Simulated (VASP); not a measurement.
# NaCl in VASP: further runs, part 2 of 2

VASP 6.6.1.

## Step 4: Electric field gradients, PBEsol (equal xx and yy strain of -3 %)

Contents of INCAR:

```
  PREC = Accurate
  ENCUT = 400
  EDIFF = 1E-8
  ISMEAR = -1
  SIGMA = 0.02
  LREAL = False
  LASPH = True
  NELM = 120
  ALGO = Normal
  ISIF = 2
  LWAVE = False
  LCHARG = False
  GGA = PS
  LEFG = True
  NBANDS = 14
  GGA_COMPAT = False
```

Contents of KPOINTS:

```
Automatic mesh
0
Gamma
  8 8 8
```

Contents of POSCAR:

```
NaCl
1.0
    2.7742000000      0.0000000000      0.0000000000
    0.0000000000      2.7742000000      0.0000000000
    0.0000000000      0.0000000000      2.8600000000
Na Cl
1 1
Direct
    0.0000000000      0.0000000000      0.0000000000
    0.5000000000      0.5000000000      0.5000000000
```

Potentials or basis: VASP PAW PBE potentials, release 64 (Na_pv, Cl).

Command:

```console
> cat potpaw_PBE.64/Na_pv/POTCAR potpaw_PBE.64/Cl/POTCAR > POTCAR
> mpirun -np 1 vasp_std > vasp.out
```

OUTCAR:

```text
PREC = Accurate
   ENCUT = 400
   EDIFF = 1E-8
   ISMEAR = -1
   LREAL = False
   LASPH = True
   NELM = 120
   ISIF = 2
   GGA = PS

 ion  position               nearest neighbor table
   1  0.000  0.000  0.000-   2 2.43   2 2.43   2 2.43   2 2.43   2 2.43   2 2.43   2 2.43   2 2.43

   2  0.500  0.500  0.500-   1 2.43   1 2.43   1 2.43   1 2.43   1 2.43   1 2.43   1 2.43   1 2.43

  LATTYP: Found a simple tetragonal cell.
 ALAT       =     2.7742000000
 C/A-ratio  =     1.0309278351

  Lattice vectors:

 A1 = (   2.7742000000,   0.0000000000,   0.0000000000)
 A2 = (   0.0000000000,   2.7742000000,   0.0000000000)
 A3 = (   0.0000000000,   0.0000000000,   2.8600000000)

Analysis of symmetry for initial positions (statically):
=====================================================================
 Subroutine PRICEL returns:
 Original cell was already a primitive cell.

 Routine SETGRP: Setting up the symmetry group for a
 simple tetragonal supercell.

 Subroutine GETGRP returns: Found 16 space group operations
 (whereof 16 operations were pure point group operations)
 out of a pool of 16 trial point group operations.

The static configuration has the point symmetry D_4h.

Analysis of symmetry for dynamics (positions and initial velocities):
=====================================================================
 Subroutine PRICEL returns:
 Original cell was already a primitive cell.

 Routine SETGRP: Setting up the symmetry group for a
 simple tetragonal supercell.

 Subroutine GETGRP returns: Found 16 space group operations
 (whereof 16 operations were pure point group operations)
 out of a pool of 16 trial point group operations.

The dynamic configuration has the point symmetry D_4h.

 Subroutine INISYM returns: Found 16 space group operations
 (whereof 16 operations are pure point group operations),
 and found     1 'primitive' translations

----------------------------------------------------------------------------------------

                                     Primitive cell

  volume of cell :      22.0111

  direct lattice vectors                    reciprocal lattice vectors
     2.774200000  0.000000000  0.000000000     0.360464278  0.000000000  0.000000000
     0.000000000  2.774200000  0.000000000     0.000000000  0.360464278  0.000000000
     0.000000000  0.000000000  2.860000000     0.000000000  0.000000000  0.349650350

  length of vectors
     2.774200000  2.774200000  2.860000000     0.360464278  0.360464278  0.349650350

  position of ions in fractional coordinates (direct lattice)
     0.000000000  0.000000000  0.000000000
     0.500000000  0.500000000  0.500000000

  ion indices of the primitive-cell ions
   primitive index   ion index
                 1           1
                 2           2

----------------------------------------------------------------------------------------

 KPOINTS: Automatic mesh

Automatic generation of k-mesh.
[... 82 lines left out ...]
   EFERMI_NEDOS =   21; number of points for ismear=-14 and -15
   IALGO  =     38    algorithm
   IMIX   =      4    mixing-type and parameters
     AMIX     =   0.40;   BMIX     =  1.00
     AMIX_MAG =   1.60;   BMIX_MAG =  1.00
  volume/ion in A,a.u.               =      11.01        74.27
  Fermi-wavevector in a.u.,A,eV,Ry     =   1.407895  2.660536 26.969044  1.982169
  Thomas-Fermi vector in A             =   2.530108
   LORBIT       =      0    0 simple, 1 ext, 2 COOP (PROOUT), +10 PAW based schemes
   GGA     = PS    functional components
   LHFCALC =     F    Hartree Fock is set to
   AEXX    =    0.0000 exact exchange contribution
   IVDW    =     0    specifies the selected vdW correction
   LEPSILON=     F    determine dielectric tensor
   LRPA    =     F    only Hartree local field effects (RPA)
 non-spin polarized calculation
  energy-cutoff  :      400.00
  volume of cell :       22.01
 maximum number of plane-waves:       411
   NGX =  9   NGY =  9   NGZ =  9

 number of electron      13.9999986 magnetization

 Free energy of the ion-electron system (eV)
  ---------------------------------------------------
  ext. energy  EPLUGINS =         0.00000000
  ---------------------------------------------------
  free energy    TOTEN  =        -4.17720864 eV

  energy without entropy =       -4.17720864  energy(sigma->0) =       -4.17720864

 E-fermi :   8.3666     XC(G=0): -11.8894

 val. band max:        7.8501597191   @ k =   0.5000   0.0000   0.5000
 cond. band min:      11.6394760524   @ k =   0.5000   0.0000   0.5000
 fundamental gap:      3.7893163333
 Fermi energy:         8.3665559695

 k-point     1 :       0.0000    0.0000    0.0000
  band No.  band energies     occupation
      1     -15.1621      2.00000
      2     -15.1314      2.00000
      3     -15.1314      2.00000
      4      -9.8827      2.00000
      5       5.9313      2.00000
      6       6.5078      2.00000
      7       6.5078      2.00000
      8      13.5754      0.00000
      9      14.0269      0.00000
     10      15.5212      0.00000
     11      25.4756      0.00000
     12      25.4756      0.00000
     13      26.1876      0.00000
     14      30.3968      0.00000
[... 377 lines left out ...]
      1     -15.6470      2.00000
      2     -15.1550      2.00000
      3     -15.1325      2.00000
      4      -7.6749      2.00000
      5       0.5090      2.00000
      6       5.6724      2.00000
      7       6.1477      2.00000
      8      17.2236      0.00000
      9      17.6846      0.00000
     10      18.0644      0.00000
     11      18.8254      0.00000
     12      23.4985      0.00000
     13      24.6493      0.00000
     14      25.5295      0.00000

 [... further k-points ...]

------------------------ aborting loop because EDIFF is reached ----------------------------------------

  FORCE on cell =-STRESS in cart. coord.  units (eV):
  Direction    XX          YY          ZZ          XY          YZ          ZX
  --------------------------------------------------------------------------------------
  -------------------------------------------------------------------------------------
  Total       10.8904066     10.8904066      9.7118354      0.0000000      0.0000000      0.0000000
  in kB      792.7077601    792.7077601    706.9200967      0.0000000      0.0000000      0.0000000
  external PRESSURE =     764.1118723 kB  Pullay stress =       0.0000000 kB

 VOLUME and BASIS-vectors are now :
 -----------------------------------------------------------------------------
  energy-cutoff  :      400.00
  volume of cell :       22.01
      direct lattice vectors                 reciprocal lattice vectors
     2.774200000  0.000000000  0.000000000     0.360464278  0.000000000  0.000000000
     0.000000000  2.774200000  0.000000000     0.000000000  0.360464278  0.000000000
     0.000000000  0.000000000  2.860000000     0.000000000  0.000000000  0.349650350

 POSITION                                       TOTAL-FORCE (eV/Angst)
 -----------------------------------------------------------------------------------
      0.00000      0.00000      0.00000         0.000000      0.000000      0.000000
      1.38710      1.38710      1.43000         0.000000      0.000000      0.000000
 -----------------------------------------------------------------------------------
    total drift:                                0.000000     -0.000000      0.000000

  FREE ENERGIE OF THE ION-ELECTRON SYSTEM (eV)
  ---------------------------------------------------
  free  energy   TOTEN  =        -4.1772086374 eV

  energy  without entropy=       -4.1772086374  energy(sigma->0) =       -4.17720864

 Electric field gradients (V/A^2)
---------------------------------------------------------------------
 ion       V_xx      V_yy      V_zz      V_xy      V_xz      V_yz
---------------------------------------------------------------------
   1       1.018     1.018    -2.036    -0.000     0.000     0.000
   2      -8.694    -8.694    17.388    -0.000     0.000    -0.000
---------------------------------------------------------------------

 Electric field gradients after diagonalization (V/A^2)
 (convention: |V_zz| > |V_xx| > |V_yy|)
----------------------------------------------------------------------
 ion       V_xx      V_yy      V_zz     asymmetry (V_yy - V_xx)/ V_zz
----------------------------------------------------------------------
   1       1.018     1.018    -2.036       0.000
   2      -8.694    -8.694    17.388       0.000
----------------------------------------------------------------------

           NMR quadrupolar parameters

 Cq : quadrupolar parameter    Cq=e*Q*V_zz/h
 eta: asymmetry parameters     (V_yy - V_xx)/ V_zz
 Q  : nuclear electric quadrupole moment in mb (millibarn)
----------------------------------------------------------------------
 ion       Cq(MHz)       eta       Q (mb)
----------------------------------------------------------------------
   1      -0.005       0.000       1.000
   2       0.042       0.000       1.000
----------------------------------------------------------------------
```

stdout:

```text
POSCAR found type information on POSCAR NaCl
 POSCAR found :  2 types and       2 ions
 scaLAPACK will be used
 -----------------------------------------------------------------------------
|                                                                             |
|                                                                             |
|     You enforced a specific xc type in the INCAR file but a different       |
|     I HOPE YOU KNOW WHAT YOU ARE DOING!                                     |
|                                                                             |
 -----------------------------------------------------------------------------

 LDA part: xc-table for (Slater+PW92), standard interpolation
 POSCAR, INCAR and KPOINTS ok, starting setup
 FFT: planning ... GRIDC
 FFT: planning ... GRID_SOFT
 FFT: planning ... GRID
 WAVECAR not read
 entering main loop
ion   1

ion   2
```

It took 15 s on 1 thread of AMD EPYC 7R43 (Zen 3), shared host; peak memory 0.08 GiB.

What came out:

| Property | Result |
| --- | --- |
| Free energy | -4.1772 eV |
| Pressure | 76.4 GPa |
| Band gap on the k mesh | 3.79 eV, direct |

Levels at points of the mesh, in eV from the valence-band top:
| k point | band 5 | band 6 | band 7 | band 8 | band 9 | band 10 |
| --- | --- | --- | --- | --- | --- | --- |
| (0.00, 0.00, 0.00) | -1.92 | -1.34 | -1.34 | 5.73 | 6.18 | 7.67 |
| (0.50, 0.00, 0.00) | -7.74 | -1.37 | -0.78 | 8.59 | 9.36 | 12.00 |
| (0.50, 0.50, 0.00) | -5.96 | -5.96 | -0.40 | 3.79 | 10.24 | 12.00 |
| (0.00, 0.00, 0.50) | -7.68 | -0.93 | -0.93 | 8.74 | 9.28 | 12.82 |
| (0.50, 0.00, 0.50) | -6.15 | -5.86 | 0.00 | 3.79 | 10.64 | 12.67 |
| (0.50, 0.50, 0.50) | -5.52 | -5.52 | -5.26 | 5.67 | 5.88 | 5.88 |

Electric field gradients, principal values (V/Å²):
| atom | least | middle | greatest (by size) |
| --- | --- | --- | --- |
| 1 Na | 1.018 | 1.018 | -2.036 |
| 2 Cl | -8.694 | -8.694 | 17.388 |

Caveat: the cell differs from its parent crystal (equal xx and yy strain of -3 %); without QUAD_EFG the Cq values of the log hold for a quadrupole moment of 1 mb, not for the nuclei; the PAW data sets were made with another functional, which shifts forces and pressure a little. A k mesh can miss the band edges.

## Step 5: Electric field gradients, PBEsol (equal xx and yy strain of -3 %)

Contents of INCAR:

```
SYSTEM = NaCl
ALGO     = Normal         ! electronic algorithm
EDIFF    = 1E-8           ! SCF threshold, eV
ENCUT    = 400            ! plane-wave cutoff, eV
GGA      = PS             ! functional
GGA_COMPAT= .False.      
ISIF     = 2              ! what is computed and relaxed
ISMEAR   = -1             ! smearing method
LASPH    = .True.         ! aspherical terms in the spheres
LCHARG   = .False.        ! write CHGCAR
LEFG     = .True.       
LREAL    = .False.        ! projectors in reciprocal space
LWAVE    = .False.        ! write WAVECAR
NBANDS   = 14             ! bands
NELM     = 120            ! most SCF steps
PREC     = Accurate       ! precision mode
SIGMA    = 0.02           ! smearing width, eV
```

Contents of KPOINTS:

```
k-points
0
Gamma
  8 8 8
  0 0 0
```

POSCAR is that of step 4.

Potentials or basis: VASP PAW PBE potentials, release 64 (Na_pv, Cl).

Command:

```console
> cat potpaw_PBE.64/Na_pv/POTCAR potpaw_PBE.64/Cl/POTCAR > POTCAR
> mpirun -np 1 vasp_std > vasp.out
```

OUTCAR:

```text
SYSTEM = NaCl
   EDIFF = 1E-8
   ENCUT = 400
   GGA = PS
   ISIF = 2
   ISMEAR = -1
   LASPH = .True.
   LREAL = .False.
   NELM = 120
   PREC = Accurate

 ion  position               nearest neighbor table
   1  0.000  0.000  0.000-   2 2.43   2 2.43   2 2.43   2 2.43   2 2.43   2 2.43   2 2.43   2 2.43

   2  0.500  0.500  0.500-   1 2.43   1 2.43   1 2.43   1 2.43   1 2.43   1 2.43   1 2.43   1 2.43

  LATTYP: Found a simple tetragonal cell.
 ALAT       =     2.7742000000
 C/A-ratio  =     1.0309278351

  Lattice vectors:

 A1 = (   2.7742000000,   0.0000000000,   0.0000000000)
 A2 = (   0.0000000000,   2.7742000000,   0.0000000000)
 A3 = (   0.0000000000,   0.0000000000,   2.8600000000)

Analysis of symmetry for initial positions (statically):
=====================================================================
 Subroutine PRICEL returns:
 Original cell was already a primitive cell.

 Routine SETGRP: Setting up the symmetry group for a
 simple tetragonal supercell.
[... 597 lines left out ...]
      direct lattice vectors                 reciprocal lattice vectors
     2.774200000  0.000000000  0.000000000     0.360464278  0.000000000  0.000000000
     0.000000000  2.774200000  0.000000000     0.000000000  0.360464278  0.000000000
     0.000000000  0.000000000  2.860000000     0.000000000  0.000000000  0.349650350

 POSITION                                       TOTAL-FORCE (eV/Angst)
 -----------------------------------------------------------------------------------
      0.00000      0.00000      0.00000         0.000000      0.000000      0.000000
      1.38710      1.38710      1.43000         0.000000      0.000000      0.000000
 -----------------------------------------------------------------------------------
    total drift:                                0.000000     -0.000000      0.000000

  FREE ENERGIE OF THE ION-ELECTRON SYSTEM (eV)
  ---------------------------------------------------
  free  energy   TOTEN  =        -4.1772086374 eV

  energy  without entropy=       -4.1772086374  energy(sigma->0) =       -4.17720864

 Electric field gradients (V/A^2)
---------------------------------------------------------------------
 ion       V_xx      V_yy      V_zz      V_xy      V_xz      V_yz
---------------------------------------------------------------------
   1       1.018     1.018    -2.036    -0.000     0.000     0.000
   2      -8.694    -8.694    17.388    -0.000     0.000    -0.000
---------------------------------------------------------------------

 Electric field gradients after diagonalization (V/A^2)
 (convention: |V_zz| > |V_xx| > |V_yy|)
----------------------------------------------------------------------
 ion       V_xx      V_yy      V_zz     asymmetry (V_yy - V_xx)/ V_zz
----------------------------------------------------------------------
   1       1.018     1.018    -2.036       0.000
   2      -8.694    -8.694    17.388       0.000
----------------------------------------------------------------------

           NMR quadrupolar parameters

 Cq : quadrupolar parameter    Cq=e*Q*V_zz/h
 eta: asymmetry parameters     (V_yy - V_xx)/ V_zz
 Q  : nuclear electric quadrupole moment in mb (millibarn)
----------------------------------------------------------------------
 ion       Cq(MHz)       eta       Q (mb)
----------------------------------------------------------------------
   1      -0.005       0.000       1.000
   2       0.042       0.000       1.000
----------------------------------------------------------------------
```

OSZICAR:

```text
N       E                     dE             d eps       ncg     rms          rms(c)
DAV:   1     0.904047261520E+02    0.90405E+02   -0.63036E+03  2214   0.102E+03
DAV:   2    -0.281212162211E+00   -0.90686E+02   -0.84570E+02  2490   0.285E+02
DAV:   3    -0.445524959356E+01   -0.41740E+01   -0.41600E+01  2634   0.567E+01
DAV:   4    -0.449596294087E+01   -0.40713E-01   -0.40705E-01  2514   0.582E+00
DAV:   5    -0.449652809535E+01   -0.56515E-03   -0.56514E-03  2670   0.699E-01    0.685E+00
DAV:   6    -0.423500973398E+01    0.26152E+00   -0.21881E-01  3028   0.731E+00    0.441E+00
DAV:   7    -0.417960057313E+01    0.55409E-01   -0.12649E-01  3114   0.443E+00    0.178E+00
DAV:   8    -0.417732222419E+01    0.22783E-02   -0.10282E-02  2472   0.124E+00    0.226E-01
DAV:   9    -0.417720578959E+01    0.11643E-03   -0.31151E-04  2850   0.340E-01    0.427E-02
DAV:  10    -0.417720796882E+01   -0.21792E-05   -0.25398E-05  2724   0.106E-01    0.845E-03
DAV:  11    -0.417720851092E+01   -0.54211E-06   -0.47943E-06  2544   0.262E-02    0.665E-03
DAV:  12    -0.417720861401E+01   -0.10308E-06   -0.24422E-07  2514   0.469E-03    0.164E-03
DAV:  13    -0.417720865792E+01   -0.43910E-07   -0.30519E-08  2604   0.116E-03    0.890E-04
DAV:  14    -0.417720864011E+01    0.17807E-07   -0.91060E-10  1578   0.246E-04    0.126E-04
DAV:  15    -0.417720863735E+01    0.27594E-08   -0.14113E-10  1494   0.103E-04
   1 F= -.41772086E+01 E0= -.41772086E+01  d E =-.257629E-13
```

Wall time 13 s (1 thread of AMD EPYC 7R43 (Zen 3), shared host); peak memory 0.09 GiB.

What came out:

```yaml
Free_energy: -4.1772 eV
Pressure: 76.4 GPa
Band_gap_on_the_k_mesh: 3.79 eV, direct
```

Stress tensor (GPa, compression positive):
```
79.27  0.00  0.00
 0.00 79.27  0.00
 0.00  0.00 70.69
```

Levels at points of the mesh, in eV from the valence-band top:
| k point | band 4 | band 5 | band 6 | band 7 | band 8 | band 9 | band 10 | band 11 |
| --- | --- | --- | --- | --- | --- | --- | --- | --- |
| (0.00, 0.00, 0.00) | -17.73 | -1.92 | -1.34 | -1.34 | 5.73 | 6.18 | 7.67 | 17.63 |
| (0.50, 0.00, 0.00) | -15.71 | -7.74 | -1.37 | -0.78 | 8.59 | 9.36 | 12.00 | 12.79 |
| (0.50, 0.50, 0.00) | -14.85 | -5.96 | -5.96 | -0.40 | 3.79 | 10.24 | 12.00 | 12.00 |
| (0.00, 0.00, 0.50) | -15.92 | -7.68 | -0.93 | -0.93 | 8.74 | 9.28 | 12.82 | 12.82 |
| (0.50, 0.00, 0.50) | -15.09 | -6.15 | -5.86 | 0.00 | 3.79 | 10.64 | 12.67 | 12.81 |
| (0.50, 0.50, 0.50) | -13.59 | -5.52 | -5.52 | -5.26 | 5.67 | 5.88 | 5.88 | 17.36 |

Electric field gradients, principal values (V/Å²):
```tsv
atom	least	middle	greatest (by size)
1 Na	1.018	1.018	-2.036
2 Cl	-8.694	-8.694	17.388
```

Caveat: the cell differs from its parent crystal (equal xx and yy strain of -3 %); without QUAD_EFG the Cq values of the log hold for a quadrupole moment of 1 mb, not for the nuclei; the PAW data sets were made with another functional, which shifts forces and pressure a little. A k mesh can miss the band edges.
